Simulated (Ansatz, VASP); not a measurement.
Hf: VASP beside Ansatz

```
CELL_PARAMETERS angstrom
3.19670 0.00000 0.00000
-1.59835 2.76842 0.00000
0.00000 0.00000 5.05780
ATOMIC_POSITIONS crystal
Hf 0.66667 0.33333 0.75000
Hf 0.33333 0.66667 0.25000
```

Alike in both runs: task relaxation of cell and atoms; functional revPBE; k mesh 10 × 10 × 5; occupations fermi-dirac, width 0.05 eV; no spin polarisation.

```csv
,VASP,Ansatz
version,VASP 6.6.1,Ansatz 0.2.0
potentials or method,"VASP PAW PBE potentials, release 64 (Hf_pv), cutoff 600 eV","all-electron LAPW, scalar-relativistic"
```

```csv
,VASP,Ansatz,Ansatz less VASP
relaxed volume (Å³/atom),22.84,22.95,+0.114
relaxed cell length with the largest relative difference (Å),5.080,5.089,+0.0088
```

VASP's potentials were made for PBE, not for revPBE. Ansatz ran all-electron here, and VASP with PAW potentials.

Neither program's run includes spin-orbit coupling.
